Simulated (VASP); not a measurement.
A run of VASP 6.6.1:

Contents of INCAR:

```
PREC = Accurate
ENCUT = 520
EDIFF = 1E-8
ISMEAR = -1
SIGMA = 0.03
LREAL = F
LASPH = T
NELM = 80
ALGO = Normal
ISIF = 2
LWAVE = F
LCHARG = F
GGA = PE
LEFG = T
NBANDS = 18
```

KPOINTS

```
Automatic mesh
0
Gamma
  6 6 4
```

POSCAR

```
Ag
1.0
    2.9299980804      0.0000000000      0.0000000000
   -1.4649990402      2.5374527707      0.0000000000
    0.0000000000      0.0000000000      4.7900000000
Ag
2
Direct
    0.3333333333      0.6666666667      0.2500000000
    0.6666666667      0.3333333333      0.7500000000
```

Potentials or basis: VASP PAW PBE potentials, release 64 (Ag).

Launch:

```bash
$ cat potpaw_PBE.64/Ag/POTCAR > POTCAR
$ mpirun -np 1 vasp_std > vasp.out
```

Hardware: 1 thread of Intel Xeon 8259CL, with other jobs on the host.

Estimate the wall time of this run.

It took 14 s on 1 thread of Intel Xeon 8259CL (shared host), peak memory 0.15 GiB. Counts: scf iterations 13, k points 21.
